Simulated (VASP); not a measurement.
Write the native input for VASP 6.6.1 that does the following.

* Task: single point
* Functional: PBE
* Potentials or basis: VASP PAW PBE potentials, release 64 (Ta_pv, Si, W_sv)
* Cutoff: 500 eV
* k mesh: 4 × 4 × 2
* Occupations: gaussian, width 0.2 eV
* Spin: no spin polarisation
* Dipole correction: no
* Further INCAR settings: ALGO = Normal; EDIFF = 1e-06; NBANDS = 30

The structure of TaSi4W lies in POSCAR:

```
TaSi4W
1.0
    4.2747117039      0.0000000000      0.0000000000
   -2.1373558519      3.7020089294      0.0000000000
    0.0000000000      0.0000000000      9.6825848045
Ta Si W
1 4 1
Direct
    0.0000000000      0.0000000000      0.5000000000
    0.0000000000      0.0000000000      0.2488347179
    0.0000000000      0.0000000000      0.7511652821
    0.3333333333      0.6666666667      0.0000000000
    0.6666666667      0.3333333333      0.0000000000
    0.0000000000      0.0000000000      0.0000000000
```

The cell was generated, and may not be a known phase.

The input as run:

INCAR

```
SYSTEM = TaSi4W
PREC = Accurate
ENCUT = 500
EDIFF = 1E-6
ISMEAR = 0
SIGMA = 0.2
LREAL = .FALSE.
LASPH = .TRUE.
NELM = 120
ALGO = Normal
ISIF = 2
LWAVE = .FALSE.
LCHARG = .TRUE.
GGA = PE
LELF = .TRUE.
LVHAR = .TRUE.
NBANDS = 30
GGA_COMPAT = .FALSE.
```

KPOINTS

```
Automatic mesh
0
G
  4 4 2
  0 0 0
```

Potentials or basis: VASP PAW PBE potentials, release 64 (Ta_pv, Si, W_sv).

Run with:

```sh
$ cat potpaw_PBE.64/Ta_pv/POTCAR potpaw_PBE.64/Si/POTCAR potpaw_PBE.64/W_sv/POTCAR > POTCAR
$ mpirun -np 1 vasp_std > vasp.out
```

Results of the run:

The pressure is 0.1 GPa. The band gap on the k mesh is zero (an odd number of electrons rules out a gap without spin polarisation).

Caveat: the k points lie up to 0.42 Å⁻¹ apart, too coarse for converged energies and pressures of a metal; spin-orbit coupling is left out, which moves the levels of the heavy elements; an odd number of electrons without spin polarisation forces a metal; a magnetic or distorted state may lie lower.

Run time: 29 s on 1 thread of Intel(R) Xeon(R) Platinum 8488C (Sapphire Rapids), with other jobs on the host, peak memory 0.26 GiB.
